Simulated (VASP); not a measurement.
A run of VASP 6.6.1 is set up as follows.

The input INCAR:

```
SYSTEM = AlN
PREC = Accurate
ENCUT = 520
EDIFF = 1E-7
ISMEAR = 0
SIGMA = 0.01
LREAL = Auto
LASPH = .TRUE.
NELM = 100
ALGO = Normal
ISIF = 2
LWAVE = .FALSE.
LCHARG = .FALSE.
GGA = PE
NBANDS = 96
```

The input KPOINTS:

```
Automatic mesh
0
Gamma
  2 2 2
  0.5 0.5 0.5
```

Contents of POSCAR:

```
AlN
1.0
    4.6953126305     -2.7108400111     -5.0180433215
   -4.6953126305     -2.7108400111     -5.0180433215
    0.0000000000      5.4216800223     -5.0180433215
Al N
18 18
Direct
    0.2780330358      0.2780330358      0.9446997025
    0.9446997025      0.2780330358      0.2780330358
    0.6113663692      0.9446997025      0.9446997025
    0.6113663692      0.2780330358      0.6113663692
    0.2780330358      0.9446997025      0.2780330358
    0.9446997025      0.6113663692      0.9446997025
    0.9446997025      0.9446997025      0.6113663692
    0.6113663692      0.6113663692      0.2780330358
    0.2780330358      0.6113663692      0.6113663692
    0.8891441469      0.2224774803      0.8891441469
    0.5558108136      0.2224774803      0.2224774803
    0.2224774803      0.8891441469      0.8891441469
    0.2224774803      0.2224774803      0.5558108136
    0.8891441469      0.8891441469      0.2224774803
    0.5558108136      0.5558108136      0.8891441469
    0.5558108136      0.8891441469      0.5558108136
    0.2224774803      0.5558108136      0.2224774803
    0.8891441469      0.5558108136      0.5558108136
    0.1508558531      0.1508558531      0.8175225197
    0.8175225197      0.1508558531      0.1508558531
    0.4841891864      0.8175225197      0.8175225197
    0.4841891864      0.1508558531      0.4841891864
    0.1508558531      0.8175225197      0.1508558531
    0.8175225197      0.4841891864      0.8175225197
    0.8175225197      0.8175225197      0.4841891864
    0.4841891864      0.4841891864      0.1508558531
    0.1508558531      0.4841891864      0.4841891864
    0.0953002975      0.4286336308      0.0953002975
    0.7619669642      0.4286336308      0.4286336308
    0.4286336308      0.0953002975      0.0953002975
    0.4286336308      0.4286336308      0.7619669642
    0.0953002975      0.0953002975      0.4286336308
    0.7619669642      0.7619669642      0.0953002975
    0.7619669642      0.0953002975      0.7619669642
    0.4286336308      0.7619669642      0.4286336308
    0.0953002975      0.7619669642      0.7619669642
```

Potentials or basis: VASP PAW PBE potentials, release 64 (Al, N).

The run is started by

```console
$ cat potpaw_PBE.64/Al/POTCAR potpaw_PBE.64/N/POTCAR > POTCAR
$ mpirun -np 1 vasp_std > vasp.out
```

(1) Estimate the pressure.

(2) Estimate the band gap on the k mesh.

Results:

(1) -0.3 GPa.

(2) 5.22 eV.
